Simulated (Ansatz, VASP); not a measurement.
One calculation of ZrB2, two programs

```
Zr B
1.0
     3.14872    0.00000    0.00000
    -1.57436    2.72688    0.00000
     0.00000    0.00000    3.50929
Zr B
1 2
Direct
  0.00000 0.00000 0.00000
  0.66667 0.33333 0.50000
  0.33333 0.66667 0.50000
```

Alike in both runs: task single point; functional r2SCAN; dispersion rVV10; k mesh 10 × 10 × 8; occupations fermi-dirac, width 0.05 eV; no spin polarisation.

|  | VASP | Ansatz |
| --- | --- | --- |
| version | VASP 6.6.1 | Ansatz 0.2.0 |
| potentials or method | VASP PAW PBE potentials, release 64 (Zr_sv, B) | Ansatz PAW |
| plane-wave cutoff (eV) | 520 | 500 |
| valence electrons in the cell | 18 | 18 |

Ansatz gave:

```
gap on the k mesh at the Fermi level (eV)                     : none
pressure (GPa)                                                : 5.0
traceless stress, the component that is largest in VASP (GPa) : 1.25
```

Problem. What did VASP give for the same quantities?

Solution. gap on the k mesh at the Fermi level (eV): none; pressure (GPa): 5.3; traceless stress, the component that is largest in VASP (GPa): 1.25.

VASP's potentials were made for PBE, not for r2SCAN. A gap of «none» marks a metal or a gap that the smearing closes.
